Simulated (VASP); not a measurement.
# N (P2_13) in VASP: a series of runs, part 2 of 2

VASP 6.6.1.

## (3) Single point, r2SCAN

POSCAR reads:

```
N
1.0
    5.6054090000      0.0000000000      0.0000000000
    0.0000000000      5.6054090000      0.0000000000
    0.0000000000      0.0000000000      5.6054090000
N
4
Direct
    0.4767900000      0.9767900000      0.5232100000
    0.9767900000      0.5232100000      0.4767900000
    0.0232100000      0.0232100000      0.0232100000
    0.5232100000      0.4767900000      0.9767900000
```

INCAR.step1 reads:

```
SYSTEM = N
PREC     = Accurate       ! precision mode
ENCUT    = 520            ! plane-wave cutoff, eV
ISMEAR   = 0              ! smearing method
SIGMA    = 0.02           ! smearing width, eV
LREAL    = .FALSE.        ! projectors in reciprocal space
LASPH    = .TRUE.         ! aspherical terms in the spheres
NELM     = 80             ! most SCF steps
NBANDS   = 18             ! bands
GGA      = PE             ! functional
ALGO     = Normal         ! electronic algorithm
EDIFF    = 1E-4           ! SCF threshold, eV
LWAVE    = .TRUE.         ! write WAVECAR
LCHARG   = .FALSE.        ! write CHGCAR
```

INCAR.step2 reads:

```
SYSTEM = N
PREC     = Accurate       ! precision mode
ENCUT    = 520            ! plane-wave cutoff, eV
EDIFF    = 1E-7           ! SCF threshold, eV
ISMEAR   = 0              ! smearing method
SIGMA    = 0.02           ! smearing width, eV
LREAL    = .FALSE.        ! projectors in reciprocal space
LASPH    = .TRUE.         ! aspherical terms in the spheres
NELM     = 80             ! most SCF steps
ALGO     = Normal         ! electronic algorithm
ISIF     = 2              ! what is computed and relaxed
LWAVE    = .FALSE.        ! write WAVECAR
LCHARG   = .TRUE.         ! write CHGCAR
METAGGA  = R2SCAN         ! meta-GGA
LMIXTAU  = .TRUE.       
LELF     = .TRUE.         ! ELF
LVHAR    = .TRUE.       
NBANDS   = 18             ! bands
ISTART   = 1
```

KPOINTS reads:

```
Automatic mesh
0
G
  4 4 4
  0 0 0
```

Potentials or basis: VASP PAW PBE potentials, release 64 (N).

Started as:

```sh
cat potpaw_PBE.64/N/POTCAR > POTCAR
cp INCAR.step1 INCAR
mpirun -np 1 vasp_std > vasp.out
cp INCAR.step2 INCAR
mpirun -np 1 vasp_std > vasp.out
```

OUTCAR:

```text
SYSTEM = N
   PREC = Accurate
   ENCUT = 520
   EDIFF = 1E-7
   ISMEAR = 0
   LREAL = .FALSE.
   LASPH = .TRUE.
   NELM = 80
   ISIF = 2
   METAGGA = R2SCAN
   ISTART = 1

 ion  position               nearest neighbor table
   1  0.477  0.977  0.523-
   2  0.977  0.523  0.477-
   3  0.023  0.023  0.023-
   4  0.523  0.477  0.977-

  LATTYP: Found a simple cubic cell.
 ALAT       =     5.6054090000

  Lattice vectors:

 A1 = (   5.6054090000,   0.0000000000,   0.0000000000)
 A2 = (   0.0000000000,   5.6054090000,   0.0000000000)
 A3 = (   0.0000000000,   0.0000000000,   5.6054090000)

Analysis of symmetry for initial positions (statically):
=====================================================================
 Subroutine PRICEL returns:
 Original cell was already a primitive cell.

 Routine SETGRP: Setting up the symmetry group for a
 simple cubic supercell.

 Subroutine GETGRP returns: Found 12 space group operations
 (whereof  3 operations were pure point group operations)
 out of a pool of 48 trial point group operations.

The static configuration has the point symmetry C_3 .
 The point group associated with its full space group is T   .

Analysis of symmetry for dynamics (positions and initial velocities):
=====================================================================
 Subroutine PRICEL returns:
 Original cell was already a primitive cell.

 Routine SETGRP: Setting up the symmetry group for a
 simple cubic supercell.

 Subroutine GETGRP returns: Found 12 space group operations
 (whereof  3 operations were pure point group operations)
 out of a pool of 48 trial point group operations.

The dynamic configuration has the point symmetry C_3 .
 The point group associated with its full space group is T   .

 Subroutine INISYM returns: Found 12 space group operations
 (whereof  3 operations are pure point group operations),
 and found     1 'primitive' translations

----------------------------------------------------------------------------------------

                                     Primitive cell

  volume of cell :     176.1254

  direct lattice vectors                    reciprocal lattice vectors
     5.605409000  0.000000000  0.000000000     0.178399114  0.000000000  0.000000000
     0.000000000  5.605409000  0.000000000     0.000000000  0.178399114  0.000000000
     0.000000000  0.000000000  5.605409000     0.000000000  0.000000000  0.178399114

  length of vectors
     5.605409000  5.605409000  5.605409000     0.178399114  0.178399114  0.178399114

  position of ions in fractional coordinates (direct lattice)
     0.476790000  0.976790000  0.523210000
     0.976790000  0.523210000  0.476790000
     0.023210000  0.023210000  0.023210000
     0.523210000  0.476790000  0.976790000

  ion indices of the primitive-cell ions
   primitive index   ion index
                 1           1
                 2           2
                 3           3
                 4           4

----------------------------------------------------------------------------------------

 KPOINTS: Automatic mesh

Automatic generation of k-mesh.
 Grid dimensions read from file:
 generate k-points for:    4    4    4

 Generating k-lattice:

  Cartesian coordinates                     Fractional coordinates (reciprocal lattice)
     0.044599779  0.000000000  0.000000000     0.250000000  0.000000000  0.000000000
     0.000000000  0.044599779  0.000000000     0.000000000  0.250000000  0.000000000
     0.000000000  0.000000000  0.044599779     0.000000000  0.000000000  0.250000000

  Length of vectors
     0.044599779  0.044599779  0.044599779

  Shift w.r.t. Gamma in fractional coordinates (k-lattice)
     0.000000000  0.000000000  0.000000000

 Subroutine IBZKPT returns following result:
 ===========================================

 Found     11 irreducible k-points:

 Following reciprocal coordinates:
            Coordinates               Weight
  0.000000  0.000000  0.000000      1.000000
  0.250000  0.000000  0.000000      6.000000
  0.500000  0.000000  0.000000      3.000000
  0.250000  0.250000  0.000000     12.000000
  0.500000  0.250000  0.000000      6.000000
 -0.250000  0.500000  0.000000      6.000000
  0.500000  0.500000  0.000000      3.000000
  0.250000  0.250000  0.250000      8.000000
  0.500000  0.250000  0.250000     12.000000
  0.500000  0.500000  0.250000      6.000000
  0.500000  0.500000  0.500000      1.000000
   k-points           NKPTS =     11   k-points in BZ     NKDIM =     11   number of bands    NBANDS=     18
   number of dos      NEDOS =    301   number of ions     NIONS =      4
   total plane-waves  NPLWV =  74088
   dimension x,y,z NGX =    42 NGY =   42 NGZ =   42
   dimension x,y,z NGXF=    84 NGYF=   84 NGZF=   84
   ions per type =               4
   NGX,Y,Z   is equivalent  to a cutoff of  12.46, 12.46, 12.46 a.u.
   NGXF,Y,Z  is equivalent  to a cutoff of  24.91, 24.91, 24.91 a.u.
 SYSTEM =  N
   PREC   = accura    normal or accurate (medium, high low for compatibility)
   ISTART =      1    job   : 0-new  1-cont  2-samecut
   ICHARG =      0    charge: 1-file 2-atom 10-const
   ISPIN  =      1    spin polarized calculation?
   LNONCOLLINEAR =      F non collinear calculations
   LSORBIT =      F    spin-orbit coupling
   LASPH  =      T    aspherical Exc in radial PAW
   ENCUT  =  520.0 eV  38.22 Ry    6.18 a.u.  10.42 10.42 10.42*2*pi/ulx,y,z
   NELM   =     80;   NELMIN=  2; NELMDL=  0     # of ELM steps
   EDIFF  = 0.1E-06   stopping-criterion for ELM
   LREAL  =      F    real-space projection
   EDIFFG = 0.1E-05   stopping-criterion for IOM
   NSW    =      0    number of steps for IOM
   IBRION =     -1    ionic relax: 0-MD 1-quasi-New 2-CG
   NFREE  =      0    steps in history (QN), initial steepest desc. (CG)
   ISIF   =      2    stress and relaxation
   ISYM   =      2    0-nonsym 1-usesym 2-fastsym
   POTIM  = 0.5000    time-step for ionic-motion
   TEBEG  =    0.0;   TEEND  =   0.0 temperature during run
   PSTRESS=    0.0 pullay stress
   NELECT =      20.0000    total number of electrons
   NUPDOWN=      -1.0000    fix difference up-down
   EMIN   =  10.00;   EMAX   =-10.00  energy-range for DOS
   EFERMI =   0.00;   METHOD = LEGACY
   ISMEAR =     0;   SIGMA  =   0.02  broadening in eV -4-tet -1-fermi 0-gaus
   EFERMI_NEDOS =   21; number of points for ismear=-14 and -15
   IALGO  =     38    algorithm
   IMIX   =      4    mixing-type and parameters
     AMIX     =   0.40;   BMIX     =  1.00
     AMIX_MAG =   1.60;   BMIX_MAG =  1.00
  volume/ion in A,a.u.               =      44.03       297.14
  Fermi-wavevector in a.u.,A,eV,Ry     =   0.792764  1.498108  8.550929  0.628476
  Thomas-Fermi vector in A             =   1.898567
   LORBIT       =      0    0 simple, 1 ext, 2 COOP (PROOUT), +10 PAW based schemes
   METAGGA = R2SCAN    functional components
   LHFCALC =     F    Hartree Fock is set to
   AEXX    =    0.0000 exact exchange contribution
   IVDW    =     0    specifies the selected vdW correction
   LEPSILON=     F    determine dielectric tensor
   LRPA    =     F    only Hartree local field effects (RPA)
 non-spin polarized calculation
 Gauss-broadening in eV      SIGMA  =   0.02
  energy-cutoff  :      520.00
  volume of cell :      176.13
 maximum number of plane-waves:      4780
 NGX is ok and might be reduce to    42
   NGX = 21   NGY = 21   NGZ = 21

 number of electron      19.9999996 magnetization

 Free energy of the ion-electron system (eV)
  ---------------------------------------------------
  ext. energy  EPLUGINS =         0.00000000
  ---------------------------------------------------
  free energy    TOTEN  =        -3.12522435 eV

  energy without entropy =       -3.11765372  energy(sigma->0) =       -3.12143904

 E-fermi :  -5.6338     XC(G=0):  -5.2882

 val. band max:       -5.6340721343   @ k =   0.5000   0.0000   0.0000
 cond. band min:      -5.6329477540   @ k =   0.2500   0.2500   0.0000
 fundamental gap:      0.0011243803
 Fermi energy:        -5.6337641842

 k-point     1 :       0.0000    0.0000    0.0000
  band No.  band energies     occupation
      1     -18.3068      2.00000
      2     -18.1088      2.00000
      3     -18.1088      2.00000
      4     -18.1088      2.00000
      5      -6.1369      2.00000
      6      -6.1369      2.00000
[... 208 lines left out ...]
      5      -6.2304      2.00000
      6      -6.2304      2.00000
[... 10 lines left out ...]
     17       4.6749      0.00000
     18       4.6749      0.00000

------------------------ aborting loop because EDIFF is reached ----------------------------------------

  FORCE on cell =-STRESS in cart. coord.  units (eV):
  Direction    XX          YY          ZZ          XY          YZ          ZX
  --------------------------------------------------------------------------------------
  -------------------------------------------------------------------------------------
  Total       -5.0908544     -5.0908544     -5.0908544      0.0000000      0.0000000      0.0000000
  in kB      -46.3104859    -46.3104859    -46.3104859      0.0000000      0.0000000      0.0000000
  external PRESSURE =     -46.3104859 kB  Pullay stress =       0.0000000 kB

 VOLUME and BASIS-vectors are now :
 -----------------------------------------------------------------------------
  energy-cutoff  :      520.00
  volume of cell :      176.13
      direct lattice vectors                 reciprocal lattice vectors
     5.605409000  0.000000000  0.000000000     0.178399114  0.000000000  0.000000000
     0.000000000  5.605409000  0.000000000     0.000000000  0.178399114  0.000000000
     0.000000000  0.000000000  5.605409000     0.000000000  0.000000000  0.178399114

 POSITION                                       TOTAL-FORCE (eV/Angst)
 -----------------------------------------------------------------------------------
      2.67260      5.47531      2.93281        -0.206752     -0.206752      0.206752
      5.47531      2.93281      2.67260        -0.206752      0.206752     -0.206752
      0.13010      0.13010      0.13010         0.206752      0.206752      0.206752
      2.93281      2.67260      5.47531         0.206752     -0.206752     -0.206752
 -----------------------------------------------------------------------------------
    total drift:                                0.000000      0.000000      0.000000

  FREE ENERGIE OF THE ION-ELECTRON SYSTEM (eV)
  ---------------------------------------------------
  free  energy   TOTEN  =        -3.1252243528 eV

  energy  without entropy=       -3.1176537189  energy(sigma->0) =       -3.12143904
```

Wall time 3.4 min (1 thread of Intel Xeon 8259CL, shared host); peak memory 0.27 GiB.

Results:

```
Free energy            : -3.1252 eV
Pressure               : -4.6 GPa
Largest force          : 0.358 eV/Å
Band gap on the k mesh : zero (bands 10 and 11 overlap by 0.17 eV)
```

Forces on the atoms (eV/Å):
```
N   -0.207 -0.207  0.207
N   -0.207  0.207 -0.207
N    0.207  0.207  0.207
N    0.207 -0.207 -0.207
```

Caveat: the cell stands under tension; the PAW data sets were made with another functional, which shifts forces and pressure a little.
